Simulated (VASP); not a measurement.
Wanted: the native input for a VASP 6.6.1 run.

* Task: relaxation of cell and atoms
* Functional: r2SCAN
* Potentials or basis: VASP PAW PBE potentials, release 64 (Na_sv, F)
* Cutoff: 1250 eV
* k mesh: 8 × 8 × 8
* Occupations: fermi-dirac, width 0.02 eV
* Spin: no spin polarisation
* Dipole correction: no
* Further INCAR settings: ALGO = Normal; EDIFF = 1e-07; IBRION = 2; EDIFFG = -0.005; NSW = 80; ISIF = 3

Crystal: NaF.

```
CELL_PARAMETERS angstrom
0.00000 2.34999 2.34999
2.34999 0.00000 2.34999
2.34999 2.34999 0.00000
ATOMIC_POSITIONS crystal
Na 0.00000 0.00000 0.00000
F 0.50000 0.50000 0.50000
```

One way to write it, as run:

POSCAR

```
NaF
1.0
    0.0000000000      2.3499911958      2.3499911958
    2.3499911958      0.0000000000      2.3499911958
    2.3499911958      2.3499911958      0.0000000000
Na F
1 1
Direct
    0.0000000000      0.0000000000      0.0000000000
    0.5000000000      0.5000000000      0.5000000000
```

INCAR.step1

```
SYSTEM = NaF
PREC     = Accurate       ! precision mode
ENCUT    = 1250           ! plane-wave cutoff, eV
ISMEAR   = -1             ! smearing method
SIGMA    = 0.02           ! smearing width, eV
LREAL    = .False.        ! projectors in reciprocal space
LASPH    = .True.         ! aspherical terms in the spheres
NELM     = 120            ! most SCF steps
GGA      = PE             ! functional
ALGO     = Normal         ! electronic algorithm
EDIFF    = 1E-5           ! SCF threshold, eV
LWAVE    = .True.         ! write WAVECAR
LCHARG   = .False.        ! write CHGCAR
GGA_COMPAT= .False.      
IBRION   = 2              ! ionic algorithm
ISIF     = 3              ! what is computed and relaxed
EDIFFG   = -0.005         ! ionic threshold
NELMIN   = 4            
NSW      = 100            ! ionic steps
```

INCAR.step2

```
SYSTEM = NaF
PREC     = Accurate       ! precision mode
ENCUT    = 1250           ! plane-wave cutoff, eV
EDIFF    = 1E-7           ! SCF threshold, eV
ISMEAR   = -1             ! smearing method
SIGMA    = 0.02           ! smearing width, eV
LREAL    = .False.        ! projectors in reciprocal space
LASPH    = .True.         ! aspherical terms in the spheres
NELM     = 120            ! most SCF steps
ALGO     = Normal         ! electronic algorithm
ISIF     = 3              ! what is computed and relaxed
LWAVE    = .False.        ! write WAVECAR
LCHARG   = .False.        ! write CHGCAR
METAGGA  = R2SCAN         ! meta-GGA
LMIXTAU  = .True.       
IBRION   = 2              ! ionic algorithm
NSW      = 80             ! ionic steps
EDIFFG   = -0.005         ! ionic threshold
ISTART   = 1            
GGA_COMPAT= .False.      
NELMIN   = 4
```

KPOINTS

```
Automatic mesh
0
Gamma
  8 8 8
  0 0 0
```

Potentials or basis: VASP PAW PBE potentials, release 64 (Na_sv, F).

Run with:

```bash
$ cat potpaw_PBE.64/Na_sv/POTCAR potpaw_PBE.64/F/POTCAR > POTCAR
$ cp INCAR.step1 INCAR
$ mpirun -np 1 vasp_std > vasp.out
$ cp INCAR.step2 INCAR
$ mpirun -np 1 vasp_std > vasp.out
```

Results of the run:

```
Relaxed volume                        : 12.13 Å³/atom
Relaxed cell                          : a = 3.250 Å, b = 3.250 Å, c = 3.250 Å, α = 60.00°, β = 60.00°, γ = 60.00°
Space group after relaxing (to 0.1 Å) : Fm-3m (No. 225)
Energy gained by relaxing             : 8.9 meV/atom
Ionic steps                           : 4
Pressure after relaxing               : 0.0 GPa
Band gap on the k mesh                : 7.27 eV
```

Caveat: the PAW data sets were made with another functional, which shifts forces and pressure a little.

Wall time 5 min on 1 thread of Intel(R) Xeon(R) Platinum 8488C (Sapphire Rapids) (shared host), peak memory 0.27 GiB.
